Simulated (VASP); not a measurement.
# SnO2 (Pnnm) in VASP: further runs

Runs on SnO2. Level: PBE. Tasks: single point.

Everything below comes from runs of VASP 6.6.1. Logs are shortened: lines on timing, memory, paths and dates and some standing lists are left out, and cuts for length are marked.

## (1) The cell of the first run

The structure is orthorhombic, space group Pnnm (No. 58). The conventional cell has a = 4.537 Å, b = 5.118 Å, c = 3.238 Å, α = 90.00°, β = 90.00°, γ = 90.00°. Sn (site symmetry 2/m) has 6 O at 2.09 to 2.10 Å within 2.8 Å. Within 2.9 Å of O (site symmetry m) lie 3 Sn at 2.09 to 2.10 Å and 5 O at 2.65 to 2.85 Å.

## (2) Single point, PBE (strain -0.0600 x Voigt [1, -1, 0, 0, 0, 0])

Input file INCAR:

```
SYSTEM = SnO2
ALGO = Normal
EDIFF = 1E-6
ENCUT = 520
GGA = PE
ISIF = 2
ISMEAR = 0
LASPH = .True.
LCHARG = .False.
LREAL = .False.
LWAVE = .False.
NBANDS = 35
NELM = 100
PREC = Accurate
SIGMA = 0.05
```

Input file KPOINTS:

```
k-points
0
Gamma
  6 6 8
  0 0 0
```

Input file POSCAR:

```
SnO2
1.0
    4.5369265776      0.0000000000      0.0000000000
    0.0000000000      5.1180696597      0.0000000000
    0.0000000000      0.0000000000      3.2381666599
Sn O
2 4
Direct
    0.5000000000      0.5000000000      0.5000000000
    0.0000000000      0.0000000000      0.0000000000
    0.3064962475      0.3066616298      0.0000000000
    0.8064962475      0.1933383702      0.5000000000
    0.1935037525      0.8066616298      0.5000000000
    0.6935037525      0.6933383702      0.0000000000
```

Potentials or basis: VASP PAW PBE potentials, release 64 (Sn_d, O).

Run with:

```sh
cat potpaw_PBE.64/Sn_d/POTCAR potpaw_PBE.64/O/POTCAR > POTCAR
mpirun -np 1 vasp_std > vasp.out
```

OUTCAR:

```text
SYSTEM = SnO2
   EDIFF = 1E-6
   ENCUT = 520
   GGA = PE
   ISIF = 2
   ISMEAR = 0
   LASPH = .True.
   LREAL = .False.
   NELM = 100
   PREC = Accurate

 ion  position               nearest neighbor table
   1  0.500  0.500  0.500-   3 2.09   6 2.09   3 2.09   6 2.09   5 2.10   4 2.10
   2  0.000  0.000  0.000-   4 2.09   5 2.09   4 2.09   5 2.09   3 2.10   6 2.10
   3  0.306  0.307  0.000-   1 2.09   1 2.09   2 2.10
   4  0.806  0.193  0.500-   2 2.09   2 2.09   1 2.10
   5  0.194  0.807  0.500-   2 2.09   2 2.09   1 2.10
   6  0.694  0.693  0.000-   1 2.09   1 2.09   2 2.10

  LATTYP: Found a simple orthorhombic cell.
 ALAT       =     3.2381666599
 B/A-ratio  =     1.4010787752
 C/A-ratio  =     1.5805454744

  Lattice vectors:

 A1 = (   0.0000000000,   0.0000000000,   3.2381666599)
 A2 = (   4.5369265776,   0.0000000000,   0.0000000000)
 A3 = (   0.0000000000,   5.1180696597,   0.0000000000)

Analysis of symmetry for initial positions (statically):
=====================================================================
 Subroutine PRICEL returns:
 Original cell was already a primitive cell.

 Routine SETGRP: Setting up the symmetry group for a
 simple orthorhombic supercell.

 Subroutine GETGRP returns: Found  8 space group operations
 (whereof  4 operations were pure point group operations)
 out of a pool of  8 trial point group operations.

The static configuration has the point symmetry C_2h.
 The point group associated with its full space group is D_2h.

Analysis of symmetry for dynamics (positions and initial velocities):
=====================================================================
 Subroutine PRICEL returns:
 Original cell was already a primitive cell.

 Routine SETGRP: Setting up the symmetry group for a
 simple orthorhombic supercell.

 Subroutine GETGRP returns: Found  8 space group operations
 (whereof  4 operations were pure point group operations)
 out of a pool of  8 trial point group operations.

The dynamic configuration has the point symmetry C_2h.
 The point group associated with its full space group is D_2h.

 Subroutine INISYM returns: Found  8 space group operations
 (whereof  4 operations are pure point group operations),
 and found     1 'primitive' translations

----------------------------------------------------------------------------------------

                                     Primitive cell

  volume of cell :      75.1912

  direct lattice vectors                    reciprocal lattice vectors
     4.536926578  0.000000000  0.000000000     0.220413529  0.000000000  0.000000000
     0.000000000  5.118069660  0.000000000     0.000000000  0.195386164  0.000000000
     0.000000000  0.000000000  3.238166660     0.000000000  0.000000000  0.308816718

  length of vectors
     4.536926578  5.118069660  3.238166660     0.220413529  0.195386164  0.308816718

  position of ions in fractional coordinates (direct lattice)
     0.500000000  0.500000000  0.500000000
     0.000000000  0.000000000  0.000000000
     0.306496248  0.306661630  0.000000000
     0.806496248  0.193338370  0.500000000
     0.193503752  0.806661630  0.500000000
     0.693503752  0.693338370  0.000000000

  ion indices of the primitive-cell ions
   primitive index   ion index
                 1           1
                 2           2
                 3           3
                 4           4
                 5           5
                 6           6

----------------------------------------------------------------------------------------

 KPOINTS: k-points

Automatic generation of k-mesh.
 Grid dimensions read from file:
 generate k-points for:    6    6    8

 Generating k-lattice:

  Cartesian coordinates                     Fractional coordinates (reciprocal lattice)
     0.036735588  0.000000000  0.000000000     0.166666667  0.000000000  0.000000000
     0.000000000  0.032564361  0.000000000     0.000000000  0.166666667  0.000000000
     0.000000000  0.000000000  0.038602090     0.000000000  0.000000000  0.125000000

  Length of vectors
     0.036735588  0.032564361  0.038602090

  Shift w.r.t. Gamma in fractional coordinates (k-lattice)
     0.000000000  0.000000000  0.000000000

 Subroutine IBZKPT returns following result:
 ===========================================

 Found     80 irreducible k-points:

 Following reciprocal coordinates:
            Coordinates               Weight
  0.000000  0.000000  0.000000      1.000000
  0.166667  0.000000  0.000000      2.000000
  0.333333  0.000000  0.000000      2.000000
  0.500000  0.000000  0.000000      1.000000
  0.000000  0.166667  0.000000      2.000000
  0.166667  0.166667  0.000000      4.000000
[... 16 lines left out ...]
  0.333333  0.166667  0.125000      8.000000
  0.500000  0.166667  0.125000      4.000000
 [... further k-points ...]
   k-points           NKPTS =     80   k-points in BZ     NKDIM =     80   number of bands    NBANDS=     35
[... 54 lines left out ...]
   NGX = 17   NGY = 19   NGZ = 13

 number of electron      51.9999998 magnetization

 Free energy of the ion-electron system (eV)
  ---------------------------------------------------
  ext. energy  EPLUGINS =         0.00000000
  ---------------------------------------------------
  free energy    TOTEN  =       -37.17358550 eV

  energy without entropy =      -37.17358550  energy(sigma->0) =      -37.17358550

 E-fermi :   5.8531     XC(G=0): -11.0048

 val. band max:        5.6084930147   @ k =   0.0000   0.0000   0.0000
 cond. band min:       6.2248621418   @ k =   0.0000   0.0000   0.0000
 fundamental gap:      0.6163691271
 Fermi energy:         5.8530859977

 k-point     1 :       0.0000    0.0000    0.0000
  band No.  band energies     occupation
      1     -15.4331      2.00000
      2     -14.7960      2.00000
      3     -14.6006      2.00000
      4     -14.5695      2.00000
      5     -14.5673      2.00000
      6     -14.5137      2.00000
[... 27 lines left out ...]
     34      17.2408      0.00000
     35      17.3878      0.00000

 k-point     2 :       0.1667    0.0000    0.0000
  band No.  band energies     occupation
      1     -15.3986      2.00000
      2     -14.8366      2.00000
      3     -14.6006      2.00000
      4     -14.5678      2.00000
      5     -14.5662      2.00000
      6     -14.5439      2.00000
[... 27 lines left out ...]
     34      17.2449      0.00000
     35      17.4681      0.00000

 k-point     3 :       0.3333    0.0000    0.0000
  band No.  band energies     occupation
      1     -15.2978      2.00000
      2     -14.9674      2.00000
      3     -14.6000      2.00000
      4     -14.5822      2.00000
      5     -14.5645      2.00000
      6     -14.5639      2.00000
[... 27 lines left out ...]
     34      17.7886      0.00000
     35      18.2253      0.00000

 k-point     4 :       0.5000    0.0000    0.0000
  band No.  band energies     occupation
      1     -15.1431      2.00000
      2     -15.1431      2.00000
      3     -14.5965      2.00000
      4     -14.5965      2.00000
      5     -14.5628      2.00000
      6     -14.5628      2.00000
[... 27 lines left out ...]
     34      17.5771      0.00000
     35      18.2492      0.00000

 k-point     5 :       0.0000    0.1667    0.0000
  band No.  band energies     occupation
      1     -15.3955      2.00000
      2     -14.8335      2.00000
      3     -14.5997      2.00000
      4     -14.5678      2.00000
      5     -14.5660      2.00000
      6     -14.5387      2.00000
[... 638 lines left out ...]
 k-point    22 :       0.1667    0.1667    0.1250
  band No.  band energies     occupation
      1     -15.3109      2.00000
      2     -14.8499      2.00000
      3     -14.6874      2.00000
      4     -14.6768      2.00000
      5     -14.5715      2.00000
      6     -14.5204      2.00000
[... 27 lines left out ...]
     34      17.2446      0.00000
     35      17.6540      0.00000

 k-point    23 :       0.3333    0.1667    0.1250
  band No.  band energies     occupation
      1     -15.2380      2.00000
      2     -14.9788      2.00000
      3     -14.6878      2.00000
      4     -14.6802      2.00000
      5     -14.5620      2.00000
      6     -14.5297      2.00000
[... 27 lines left out ...]
     34      17.4773      0.00000
     35      18.2101      0.00000

 k-point    24 :       0.5000    0.1667    0.1250
  band No.  band energies     occupation
      1     -15.1213      2.00000
      2     -15.1213      2.00000
      3     -14.6851      2.00000
      4     -14.6851      2.00000
      5     -14.5460      2.00000
      6     -14.5460      2.00000
[... 27 lines left out ...]
     34      17.2806      0.00000
     35      18.3010      0.00000

 [... further k-points ...]

------------------------ aborting loop because EDIFF is reached ----------------------------------------

  FORCE on cell =-STRESS in cart. coord.  units (eV):
  Direction    XX          YY          ZZ          XY          YZ          ZX
  --------------------------------------------------------------------------------------
  -------------------------------------------------------------------------------------
  Total        2.4550831     -2.1120253      0.5998791      0.0000000      0.0000000      0.0000000
  in kB       52.3130008    -45.0031139     12.7822467      0.0000000      0.0000000      0.0000000
  external PRESSURE =       6.6973779 kB  Pullay stress =       0.0000000 kB

 VOLUME and BASIS-vectors are now :
 -----------------------------------------------------------------------------
  energy-cutoff  :      520.00
  volume of cell :       75.19
      direct lattice vectors                 reciprocal lattice vectors
     4.536926578  0.000000000  0.000000000     0.220413529  0.000000000  0.000000000
     0.000000000  5.118069660  0.000000000     0.000000000  0.195386164  0.000000000
     0.000000000  0.000000000  3.238166660     0.000000000  0.000000000  0.308816718

 POSITION                                       TOTAL-FORCE (eV/Angst)
 -----------------------------------------------------------------------------------
      2.26846      2.55903      1.61908         0.000000      0.000000      0.000000
      0.00000      0.00000      0.00000         0.000000      0.000000      0.000000
      1.39055      1.56952      0.00000        -0.033159      0.093824      0.000000
      3.65901      0.98952      1.61908        -0.033159     -0.093824      0.000000
      0.87791      4.12855      1.61908         0.033159      0.093824      0.000000
      3.14638      3.54855      0.00000         0.033159     -0.093824      0.000000
 -----------------------------------------------------------------------------------
    total drift:                                0.000000      0.000000     -0.000000

  FREE ENERGIE OF THE ION-ELECTRON SYSTEM (eV)
  ---------------------------------------------------
  free  energy   TOTEN  =       -37.1735855024 eV

  energy  without entropy=      -37.1735855024  energy(sigma->0) =      -37.17358550
```

It took 3.8 min on 1 thread of Intel Xeon 8259CL, shared host; peak memory 0.28 GiB.

What came out:

```
Free energy            : -37.1736 eV
Pressure               : 0.7 GPa
Largest force          : 0.100 eV/Å
Band gap on the k mesh : 0.62 eV
```

Forces on the atoms (eV/Å):
```
Sn   0.000  0.000  0.000
Sn   0.000  0.000  0.000
O   -0.033  0.094  0.000
O   -0.033 -0.094  0.000
O    0.033  0.094  0.000
O    0.033 -0.094  0.000
```

Stress tensor (GPa, compression positive):
```
 5.23  0.00  0.00
 0.00 -4.50  0.00
 0.00  0.00  1.28
```

Caveat: the cell differs from its parent crystal (strain -0.0600 x Voigt [1, -1, 0, 0, 0, 0]); spin-orbit coupling is left out, which moves the levels of the heavy elements.

## (3) Single point, PBE (strain +0.0600 x Voigt [1, -1, 0, 0, 0, 0])

Input file INCAR:

```
SYSTEM = SnO2
PREC = Accurate ; ENCUT = 520
EDIFF = 1E-6 ; ISMEAR = 0
SIGMA = 0.05 ; LREAL = .False.
LASPH = .True. ; NELM = 60
ALGO = Normal ; ISIF = 2
LWAVE = .False. ; LCHARG = .False.
GGA = PE ; NBANDS = 35
```

Input file KPOINTS:

```
regular mesh
0
Gamma
  6 6 8
  0 0 0
```

Changes to POSCAR since step 2:

```diff
@@ -2,4 +2,4 @@
 1.0
-    4.5369265776      0.0000000000      0.0000000000
-    0.0000000000      5.1180696597      0.0000000000
+    5.1161086938      0.0000000000      0.0000000000
+    0.0000000000      4.5386655473      0.0000000000
     0.0000000000      0.0000000000      3.2381666599
```

Potentials or basis: VASP PAW PBE potentials, release 64 (Sn_d, O).

Run with:

```sh
cat potpaw_PBE.64/Sn_d/POTCAR potpaw_PBE.64/O/POTCAR > POTCAR
mpirun -np 1 vasp_std > vasp.out
```

It took 3.6 min on 1 thread of Intel Xeon 8259CL, shared host; peak memory 0.28 GiB.

Results (log left out):

* Free energy: -37.1749 eV
* Pressure: 0.7 GPa
* Largest force: 0.100 eV/Å
* Band gap on the k mesh: 0.61 eV

Forces on the atoms (eV/Å):
```
Sn   0.000  0.000  0.000
Sn   0.000  0.000  0.000
O    0.095 -0.032  0.000
O    0.095  0.032  0.000
O   -0.095 -0.032  0.000
O   -0.095  0.032  0.000
```

Stress tensor (GPa, compression positive):
```
-4.47  0.00  0.00
 0.00  5.22  0.00
 0.00  0.00  1.28
```

Levels at points of the mesh, in eV from the valence-band top:
| k point | band 24 | band 25 | band 26 | band 27 | band 28 | band 29 |
| --- | --- | --- | --- | --- | --- | --- |
| (0.00, 0.00, 0.00) | -1.05 | -0.47 | 0.00 | 0.62 | 5.65 | 5.80 |
| (0.50, 0.00, 0.00) | -1.14 | -0.41 | -0.41 | 3.79 | 3.79 | 6.78 |
| (0.00, 0.50, 0.00) | -1.27 | -0.82 | -0.82 | 3.88 | 3.88 | 6.76 |
| (0.50, 0.50, 0.00) | -1.34 | -0.87 | -0.87 | 4.23 | 4.23 | 7.04 |
| (0.00, 0.00, 0.50) | -1.54 | -1.19 | -1.19 | 5.48 | 5.48 | 9.26 |
| (0.50, 0.00, 0.50) | -1.22 | -0.85 | -0.85 | 5.70 | 5.70 | 7.48 |
| (0.00, 0.50, 0.50) | -0.80 | -0.63 | -0.63 | 5.76 | 5.76 | 7.51 |
| (0.50, 0.50, 0.50) | -0.88 | -0.77 | -0.77 | 4.29 | 4.29 | 8.23 |

Caveat: the cell differs from its parent crystal (strain +0.0600 x Voigt [1, -1, 0, 0, 0, 0]); spin-orbit coupling is left out, which moves the levels of the heavy elements.

## (4) Single point, PBE (strain +0.0450 x Voigt [1, -1, 0, 0, 0, 0])

Input file INCAR:

```
SYSTEM = SnO2
PREC     = Accurate       ! precision mode
ENCUT    = 520            ! plane-wave cutoff, eV
EDIFF    = 1E-6           ! SCF threshold, eV
ISMEAR   = 0              ! smearing method
SIGMA    = 0.05           ! smearing width, eV
LREAL    = .False.        ! projectors in reciprocal space
LASPH    = .True.         ! aspherical terms in the spheres
NELM     = 60             ! most SCF steps
ALGO     = Normal         ! electronic algorithm
ISIF     = 2              ! what is computed and relaxed
LWAVE    = .False.        ! write WAVECAR
LCHARG   = .False.        ! write CHGCAR
GGA      = PE             ! functional
NBANDS   = 35             ! bands
```

Input file KPOINTS:

```
Automatic mesh
0
Gamma
  6 6 8
  0 0 0
```

Changes to POSCAR since step 3:

```diff
@@ -2,4 +2,4 @@
 1.0
-    5.1161086938      0.0000000000      0.0000000000
-    0.0000000000      4.5386655473      0.0000000000
+    5.0437109293      0.0000000000      0.0000000000
+    0.0000000000      4.6110910613      0.0000000000
     0.0000000000      0.0000000000      3.2381666599
```

Run with:

```sh
cat potpaw_PBE.64/Sn_d/POTCAR potpaw_PBE.64/O/POTCAR > POTCAR
mpirun -np 1 vasp_std > vasp.out
```

It took 4.3 min on 1 thread of Intel Xeon 8259CL, shared host; peak memory 0.28 GiB.

Results (log left out):

```yaml
Free_energy: -37.2350 eV
Pressure: 0.6 GPa
Largest_force: 0.067 eV/Å
Band_gap_on_the_k_mesh: 0.64 eV
```

Forces on the atoms (eV/Å):
```
Sn   0.000  0.000  0.000
Sn   0.000  0.000  0.000
O    0.058 -0.033  0.000
O    0.058  0.033  0.000
O   -0.058 -0.033  0.000
O   -0.058  0.033  0.000
```

Stress tensor (GPa, compression positive):
```
-3.16  0.00  0.00
 0.00  4.02  0.00
 0.00  0.00  1.07
```

Levels at points of the mesh, in eV from the valence-band top:
| k point | band 23 | band 24 | band 25 | band 26 | band 27 | band 28 | band 29 | band 30 |
| --- | --- | --- | --- | --- | --- | --- | --- | --- |
| (0.00, 0.00, 0.00) | -1.12 | -0.97 | -0.53 | 0.00 | 0.64 | 5.67 | 5.86 | 6.29 |
| (0.50, 0.00, 0.00) | -1.16 | -1.16 | -0.46 | -0.46 | 3.82 | 3.82 | 6.79 | 6.79 |
| (0.00, 0.50, 0.00) | -1.25 | -1.25 | -0.77 | -0.77 | 3.89 | 3.89 | 6.79 | 6.79 |
| (0.50, 0.50, 0.00) | -1.33 | -1.33 | -0.87 | -0.87 | 4.25 | 4.25 | 7.09 | 7.09 |
| (0.00, 0.00, 0.50) | -1.53 | -1.53 | -1.19 | -1.19 | 5.53 | 5.53 | 9.30 | 9.30 |
| (0.50, 0.00, 0.50) | -1.17 | -1.17 | -0.83 | -0.83 | 5.76 | 5.76 | 7.53 | 7.53 |
| (0.00, 0.50, 0.50) | -0.86 | -0.86 | -0.66 | -0.66 | 5.80 | 5.80 | 7.56 | 7.56 |
| (0.50, 0.50, 0.50) | -0.90 | -0.90 | -0.77 | -0.77 | 4.32 | 4.32 | 8.39 | 8.39 |

Caveat: the cell differs from its parent crystal (strain +0.0450 x Voigt [1, -1, 0, 0, 0, 0]); spin-orbit coupling is left out, which moves the levels of the heavy elements.

## (5) Single point, PBE (strain -0.0300 x Voigt [1, -1, 0, 0, 0, 0])

Input file INCAR:

```
SYSTEM = SnO2
PREC = Accurate
ENCUT = 520
EDIFF = 1E-6
ISMEAR = 0
SIGMA = 0.05
LREAL = .False.
LASPH = .True.
NELM = 80
ALGO = Normal
ISIF = 2
LWAVE = .False.
LCHARG = .False.
GGA = PE
NBANDS = 35
```

KPOINTS is that of step 4.

Changes to POSCAR since step 4:

```diff
@@ -2,4 +2,4 @@
 1.0
-    5.0437109293      0.0000000000      0.0000000000
-    0.0000000000      4.6110910613      0.0000000000
+    4.6817221066      0.0000000000      0.0000000000
+    0.0000000000      4.9732186316      0.0000000000
     0.0000000000      0.0000000000      3.2381666599
```

Run with:

```sh
cat potpaw_PBE.64/Sn_d/POTCAR potpaw_PBE.64/O/POTCAR > POTCAR
mpirun -np 1 vasp_std > vasp.out
```

Run time: 3.3 min. Hardware: 1 thread of Intel Xeon 8259CL, shared host; peak memory 0.29 GiB.

Results (log left out):

| Item | Value |
| --- | --- |
| Free energy | -37.2768 eV |
| Pressure | 0.6 GPa |
| Largest force | 0.041 eV/Å |
| Band gap on the k mesh | 0.66 eV |

Forces on the atoms (eV/Å):
```
Sn   0.000  0.000  0.000
Sn   0.000  0.000  0.000
O   -0.031  0.028  0.000
O   -0.031 -0.028  0.000
O    0.031  0.028  0.000
O    0.031 -0.028  0.000
```

Stress tensor (GPa, compression positive):
```
 2.87  0.00  0.00
 0.00 -1.93  0.00
 0.00  0.00  0.92
```

Levels at points of the mesh, in eV from the valence-band top:
```tsv
k point	band 23	band 24	band 25	band 26	band 27	band 28	band 29	band 30
(0.00, 0.00, 0.00)	-1.16	-0.89	-0.60	0.00	0.66	5.68	5.92	6.22
(0.50, 0.00, 0.00)	-1.24	-1.24	-0.71	-0.71	3.89	3.89	6.80	6.80
(0.00, 0.50, 0.00)	-1.17	-1.17	-0.50	-0.50	3.85	3.85	6.80	6.80
(0.50, 0.50, 0.00)	-1.33	-1.33	-0.86	-0.86	4.26	4.26	7.12	7.12
(0.00, 0.00, 0.50)	-1.53	-1.53	-1.18	-1.18	5.56	5.56	9.34	9.34
(0.50, 0.00, 0.50)	-0.91	-0.91	-0.69	-0.69	5.83	5.83	7.59	7.59
(0.00, 0.50, 0.50)	-1.12	-1.12	-0.80	-0.80	5.80	5.80	7.56	7.56
(0.50, 0.50, 0.50)	-0.91	-0.91	-0.78	-0.78	4.33	4.33	8.50	8.50
```

Caveat: the cell differs from its parent crystal (strain -0.0300 x Voigt [1, -1, 0, 0, 0, 0]); spin-orbit coupling is left out, which moves the levels of the heavy elements.

## (6) Summary

| cell | gap on the mesh (eV) | pressure (GPa) | largest force (eV/Å) |
| --- | --- | --- | --- |
| a = 4.537, b = 5.118, c = 3.238 Å, 6 atoms | 0.62 | 0.7 | 0.10 |
| a = 5.116, b = 4.539, c = 3.238 Å, 6 atoms | 0.61 | 0.7 | 0.10 |
| a = 5.044, b = 4.611, c = 3.238 Å, 6 atoms | 0.64 | 0.6 | 0.07 |
| a = 4.682, b = 4.973, c = 3.238 Å, 6 atoms | 0.66 | 0.6 | 0.04 |

Alike in all rows: task single point; level PBE; potentials or basis VASP PAW PBE potentials, release 64 (Sn_d, O); no spin polarisation; k mesh 6 × 6 × 8; cutoff (eV) 520; smearing gaussian 0.05 eV.

Caveats: spin-orbit coupling is left out, which moves the levels of the heavy elements.

Absolute energies hang on the potentials; compare differences alone.
